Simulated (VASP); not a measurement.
Ti:

```
Ti
1.0
     4.56737    0.00000    0.00000
    -2.28369    3.95546    0.00000
     0.00000    0.00000    2.82624
Ti
3
Direct
  0.00000 0.00000 0.00000
  0.33333 0.66667 0.50000
  0.66667 0.33333 0.50000
```

This isn't the form of Ti at room conditions, which is hcp.

```yaml
Program: VASP 6.6.1
Task: relaxation of cell and atoms
Functional: LDA
Potentials_or_basis: VASP PAW LDA potentials, release 64 (Ti_sv)
Cutoff: 600 eV
k_mesh: 12 × 12 × 14
Occupations: gaussian, width 0.1 eV
Spin: no spin polarisation
```

At the start: pressure -8.2 GPa; volume 17.02 Å³/atom.

Question: Where does the relaxation end?

Answer: Over 8 steps the energy falls by 31.8 meV/atom and the volume is 15.83 Å³/atom (-7.0 %); space group P6/mmm (No. 191, to 0.1 Å) before and after.

The path:
```tsv
step	energy change (eV)	largest force (eV/Å)	pressure (GPa)	volume (Å³)
1	0.0000	0.0000	-8.19	51.06
2	-0.0340	0.0000	7.83	44.90
3	-0.0951	0.0000	0.03	47.53
4	-0.0951	0.0000	-0.23	47.60
5	-0.0954	0.0000	-0.28	47.59
6	-0.0954	0.0000	-0.28	47.59
7	-0.0955	0.0000	0.17	47.41
8	-0.0955	0.0000	0.04	47.49
```

Final structure:
```
Ti
1.0
     4.44939    0.00000    0.00000
    -2.22470    3.85329    0.00000
     0.00000    0.00000    2.76989
Ti
3
Direct
  0.00000 0.00000 0.00000
  0.33333 0.66667 0.50000
  0.66667 0.33333 0.50000
```
